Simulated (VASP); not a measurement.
Runs of VASP 6.6.1 on MnS. The structure is that of space group F-43m (No. 216), or close to it. The cells are those of the table. 

```tsv
task	cell	k mesh	cutoff (eV)	smearing	gap on the mesh (eV)	pressure (GPa)	moment (μB)
relaxation of cell and atoms	relaxed to 25 GPa from a = 3.306 Å, angles 60.0°, 2 atoms	16 × 16 × 16	600	gaussian 0.1 eV	none	25.0	(b)
relaxation of cell and atoms	relaxed from a = 3.960 Å, angles 60.0°, 2 atoms	14 × 14 × 14	600	gaussian 0.1 eV	none	0.0	4.63
vibrations by perturbation theory	a = 3.834 Å, angles 60.0°, 2 atoms	14 × 14 × 14	520	gaussian 0.2 eV	-	-	(a)
single point	a = 3.939 Å, angles 60.0°, 2 atoms	14 × 14 × 14	520	gaussian 0.1 eV	none	-1.6	4.84
```

Alike in all rows: level PBEsol; potentials or basis VASP PAW PBE potentials, release 64 (Mn_pv, S); spin collinear, ferromagnetic start.

Task: Estimate the missing entries.

Result: (a) 4.49; (b) 0.00.

Caveats: the PAW data sets were made with another functional, which shifts forces and pressure a little; semilocal functionals often make such compounds metallic where correlation or magnetic order opens a gap, which also shifts bond lengths (some runs); a cell with one magnetic atom can't hold antiferromagnetic order, which such compounds often take (some runs); the cell is relaxed towards a set pressure, so the enthalpy falls and the energy may rise (some runs).

A gap of «none» marks levels without a gap at the run's occupations.
